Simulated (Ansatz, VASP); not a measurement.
Two plane-wave programs on Si

```
CELL_PARAMETERS angstrom
0.00000 2.71692 2.71692
2.71692 0.00000 2.71692
2.71692 2.71692 0.00000
ATOMIC_POSITIONS crystal
Si 0.75000 0.75000 0.75000
Si 0.50000 0.50000 0.50000
```

Alike in both runs: task single point; functional HSE06; k mesh 8 × 8 × 8; no spin polarisation.

```csv
,VASP,Ansatz
version,VASP 6.6.1,Ansatz 0.2.0
potentials or method,"VASP PAW PBE potentials, release 64 (Si), cutoff 520 eV","scalar-relativistic, plane waves, PAW"
occupations,"gaussian, width 0.01 eV",fixed
valence electrons in the cell,8,8
```

```tsv
	VASP	Ansatz	Ansatz less VASP
gap on the k mesh at the Fermi level (eV)	1.19	1.17	-0.012
least direct gap on the mesh (eV)	3.32	3.31	-0.010
pressure (GPa)	0.0	0.3	+0.34
```

Ansatz's warnings: stress exchange threshold loose, stress scf threshold loose.
